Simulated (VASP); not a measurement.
# Al (Fm-3m) in VASP: single point with PBE

Aim: the single point of Al with PBE.

All numbers are computed with VASP 6.6.1; they aren't measurements. Logs are shortened: lines on timing, memory, paths and dates and some standing lists are left out, and cuts for length are marked.

### Step 1. The cell of the first run

The structure is cubic, space group Fm-3m (No. 225). Conventional cell: a = 4.050 Å, b = 4.050 Å, c = 4.050 Å, α = 90.00°, β = 90.00°, γ = 90.00°. Within 3.8 Å of Al (site symmetry m-3m) lie 12 Al at 2.86 Å.

### Step 2. Single point, PBE

INCAR

```
ALGO = Normal ; EDIFF = 1E-6
ENCUT = 500 ; GGA = PE
GGA_COMPAT = False ; ISIF = 2
ISMEAR = -1 ; LASPH = True
LCHARG = False ; LREAL = False
LWAVE = False ; NBANDS = 30
NELM = 120 ; PREC = Accurate
SIGMA = 0.1
```

KPOINTS

```
k-points
0
Gamma
  2 3 3
```

POSCAR

```
Al
1.0
    0.0000000000      6.0744150000      6.0744150000
    4.0496100000      0.0000000000      4.0496100000
    4.0496100000      4.0496100000      0.0000000000
Al
12
Direct
    0.0000000000      0.0000000000      0.0000000000
    0.0000000000      0.0000000000      0.5000000000
    0.0000000000      0.5000000000      0.0000000000
    0.0000000000      0.5000000000      0.5000000000
    0.3333333333      0.0000000000      0.0000000000
    0.3333333333      0.0000000000      0.5000000000
    0.3333333333      0.5000000000      0.0000000000
    0.3333333333      0.5000000000      0.5000000000
    0.6666666667      0.0000000000      0.0000000000
    0.6666666667      0.0000000000      0.5000000000
    0.6666666667      0.5000000000      0.0000000000
    0.6666666667      0.5000000000      0.5000000000
```

Potentials or basis: VASP PAW PBE potentials, release 64 (Al).

Started as:

```sh
$ cat potpaw_PBE.64/Al/POTCAR > POTCAR
$ mpirun -np 1 vasp_std > vasp.out
```

OUTCAR:

```text
EDIFF = 1E-6
   ENCUT = 500
   GGA = PE
   ISIF = 2
   ISMEAR = -1
   LASPH = True
   LREAL = False
   NELM = 120
   PREC = Accurate

 ion  position               nearest neighbor table
   1  0.000  0.000  0.000-   5 2.86   9 2.86  10 2.86  11 2.86   6 2.86   7 2.86   2 2.86   4 2.86
                             2 2.86   3 2.86   4 2.86   3 2.86
   2  0.000  0.000  0.500-   6 2.86  10 2.86   9 2.86  12 2.86   5 2.86   8 2.86   1 2.86   3 2.86
                             1 2.86   3 2.86   4 2.86   4 2.86
   3  0.000  0.500  0.000-   7 2.86  11 2.86   9 2.86  12 2.86   8 2.86   5 2.86   2 2.86   4 2.86
                             1 2.86   1 2.86   2 2.86   4 2.86
   4  0.000  0.500  0.500-   8 2.86  12 2.86  11 2.86  10 2.86   7 2.86   6 2.86   1 2.86   3 2.86
                             2 2.86   1 2.86   2 2.86   3 2.86
   5  0.333  0.000  0.000-   1 2.86   2 2.86   3 2.86   6 2.86   7 2.86   6 2.86   8 2.86   7 2.86
                             8 2.86  10 2.86  11 2.86   9 2.86
   6  0.333  0.000  0.500-   2 2.86   1 2.86   4 2.86   5 2.86   8 2.86   5 2.86   7 2.86   7 2.86
                             8 2.86   9 2.86  12 2.86  10 2.86
   7  0.333  0.500  0.000-   3 2.86   1 2.86   4 2.86   5 2.86   8 2.86   6 2.86   8 2.86   5 2.86
                             6 2.86  12 2.86   9 2.86  11 2.86
   8  0.333  0.500  0.500-   4 2.86   3 2.86   2 2.86   6 2.86   7 2.86   5 2.86   7 2.86   5 2.86
                             6 2.86  11 2.86  10 2.86  12 2.86
   9  0.667  0.000  0.000-   1 2.86   2 2.86   3 2.86  10 2.86  10 2.86  12 2.86  11 2.86  11 2.86
                            12 2.86   6 2.86   7 2.86   5 2.86
  10  0.667  0.000  0.500-   2 2.86   1 2.86   4 2.86   9 2.86   9 2.86  11 2.86  12 2.86  11 2.86
                            12 2.86   5 2.86   8 2.86   6 2.86
  11  0.667  0.500  0.000-   3 2.86   4 2.86   1 2.86   9 2.86  10 2.86  12 2.86  12 2.86   9 2.86
                            10 2.86   5 2.86   8 2.86   7 2.86
  12  0.667  0.500  0.500-   4 2.86   3 2.86   2 2.86  10 2.86   9 2.86  11 2.86  11 2.86   9 2.86
                            10 2.86   6 2.86   7 2.86   8 2.86

  LATTYP: Found a face centered orthorhombic cell.
 ALAT       =     5.7270133843
 B/A-ratio  =     1.7320508076
 C/A-ratio  =     2.4494897428

  Lattice vectors:

 A1 = (   0.0000000000,   6.0744150000,   6.0744150000)
 A2 = (  -4.0496100000,   2.0248050000,   6.0744150000)
 A3 = (   4.0496100000,   0.0000000000,   4.0496100000)

Analysis of symmetry for initial positions (statically):
=====================================================================
 Subroutine PRICEL returns following result:

  LATTYP: Found a face centered cubic cell.
 ALAT       =     4.0496100000

  Lattice vectors:

 A1 = (   0.0000000000,   2.0248049998,   2.0248049998)
 A2 = (   2.0248050000,   0.0000000000,   2.0248050000)
[... 136 lines left out ...]
   IALGO  =     38    algorithm
   IMIX   =      4    mixing-type and parameters
     AMIX     =   0.40;   BMIX     =  1.00
     AMIX_MAG =   1.60;   BMIX_MAG =  1.00
  volume/ion in A,a.u.               =      16.60       112.04
  Fermi-wavevector in a.u.,A,eV,Ry     =   0.925526  1.748991 11.654733  0.856599
  Thomas-Fermi vector in A             =   2.051390
   LORBIT       =      0    0 simple, 1 ext, 2 COOP (PROOUT), +10 PAW based schemes
   GGA     = PE    functional components
   LHFCALC =     F    Hartree Fock is set to
   AEXX    =    0.0000 exact exchange contribution
   IVDW    =     0    specifies the selected vdW correction
   LEPSILON=     F    determine dielectric tensor
   LRPA    =     F    only Hartree local field effects (RPA)
 non-spin polarized calculation
  energy-cutoff  :      500.00
  volume of cell :      199.23
 maximum number of plane-waves:      5094
 NGX is ok and might be reduce to    64
   NGX = 31   NGY = 21   NGZ = 21

 number of electron      36.0000000 magnetization

 Free energy of the ion-electron system (eV)
  ---------------------------------------------------
  ext. energy  EPLUGINS =         0.00000000
  ---------------------------------------------------
  free energy    TOTEN  =       -45.82161024 eV

  energy without entropy =      -45.69456011  energy(sigma->0) =      -45.75808517

 E-fermi :   8.2422     XC(G=0): -10.1745

 val. band max:        7.2850855936   @ k =   0.5000   0.3333   0.0000
 cond. band min:       8.3191529704   @ k =   0.0000  -0.3333   0.3333
 fundamental gap:      1.0340673768
 Fermi energy:         8.2422132318

 k-point     1 :       0.0000    0.0000    0.0000
  band No.  band energies     occupation
      1      -3.1567      2.00000
      2      -0.1786      2.00000
      3      -0.1786      2.00000
      4       2.7356      2.00000
      5       2.7356      2.00000
      6       3.3669      2.00000
[... 253 lines left out ...]
     29      11.0854      0.00000
     30      11.0854      0.00000

------------------------ aborting loop because EDIFF is reached ----------------------------------------

  FORCE on cell =-STRESS in cart. coord.  units (eV):
  Direction    XX          YY          ZZ          XY          YZ          ZX
  --------------------------------------------------------------------------------------
  -------------------------------------------------------------------------------------
  Total       -0.1904291     -0.1904225     -0.1904225     -0.0000014      0.0000042     -0.0000014
  in kB       -1.5313805     -1.5313271     -1.5313271     -0.0000113      0.0000334     -0.0000113
  external PRESSURE =      -1.5313449 kB  Pullay stress =       0.0000000 kB

 VOLUME and BASIS-vectors are now :
 -----------------------------------------------------------------------------
  energy-cutoff  :      500.00
  volume of cell :      199.23
      direct lattice vectors                 reciprocal lattice vectors
     0.000000000  6.074415000  6.074415000    -0.082312453  0.082312453  0.082312453
     4.049610000  0.000000000  4.049610000     0.123468680 -0.123468680  0.123468680
     4.049610000  4.049610000  0.000000000     0.123468680  0.123468680 -0.123468680

 POSITION                                       TOTAL-FORCE (eV/Angst)
 -----------------------------------------------------------------------------------
      0.00000      0.00000      0.00000         0.000000     -0.000000     -0.000000
      2.02481      2.02481      0.00000         0.000000     -0.000000     -0.000000
      2.02481      0.00000      2.02481        -0.000000      0.000000     -0.000000
      4.04961      2.02481      2.02481        -0.000000      0.000000     -0.000000
      0.00000      2.02480      2.02480        -0.000000     -0.000000      0.000000
      2.02481      4.04961      2.02480         0.000000     -0.000000     -0.000000
      2.02481      2.02480      4.04961         0.000000     -0.000000      0.000000
      4.04961      4.04961      4.04961        -0.000000      0.000000      0.000000
      0.00000      4.04961      4.04961         0.000000      0.000000      0.000000
      2.02481      6.07442      4.04961         0.000000      0.000000      0.000000
      2.02481      4.04961      6.07442        -0.000000     -0.000000      0.000000
      4.04961      6.07442      6.07442        -0.000000     -0.000000     -0.000000
 -----------------------------------------------------------------------------------
    total drift:                                0.000000     -0.000000      0.000000

  FREE ENERGIE OF THE ION-ELECTRON SYSTEM (eV)
  ---------------------------------------------------
  free  energy   TOTEN  =       -45.8216102407 eV

  energy  without entropy=      -45.6945601063  energy(sigma->0) =      -45.75808517
```

OSZICAR:

```text
N       E                     dE             d eps       ncg     rms          rms(c)
DAV:   1     0.364589934676E+02    0.36459E+02   -0.12102E+04   480   0.920E+02
DAV:   2    -0.429113303534E+02   -0.79370E+02   -0.75737E+02   598   0.123E+02
DAV:   3    -0.460590596201E+02   -0.31477E+01   -0.31053E+01   610   0.210E+01
DAV:   4    -0.460879494082E+02   -0.28890E-01   -0.28854E-01   564   0.247E+00
DAV:   5    -0.460883110712E+02   -0.36166E-03   -0.36165E-03   570   0.294E-01    0.440E+00
DAV:   6    -0.459333800475E+02    0.15493E+00   -0.18280E-02   590   0.620E-01    0.256E+00
DAV:   7    -0.458225538270E+02    0.11083E+00   -0.47507E-02   538   0.935E-01    0.383E-01
DAV:   8    -0.458216353998E+02    0.91843E-03   -0.66791E-04   572   0.111E-01    0.250E-02
DAV:   9    -0.458216192128E+02    0.16187E-04   -0.11560E-05   552   0.137E-02    0.639E-03
DAV:  10    -0.458216096097E+02    0.96031E-05   -0.14766E-07   380   0.208E-03    0.773E-03
DAV:  11    -0.458216102407E+02   -0.63101E-06   -0.22352E-08   336   0.709E-04
   1 F= -.45821610E+02 E0= -.45758085E+02  d E =-.127050E+00
```

Wall time 27 s (1 thread of Intel Xeon Platinum 8488C (Sapphire Rapids), shared host); peak memory 0.31 GiB.

Results:

* Free energy: -45.8216 eV
* Pressure: -0.2 GPa
* Band gap on the k mesh: zero (bands 18 and 19 overlap by 3.30 eV)

Caveat: the k points lie up to 0.45 Å⁻¹ apart, too coarse for converged energies and pressures of a metal.
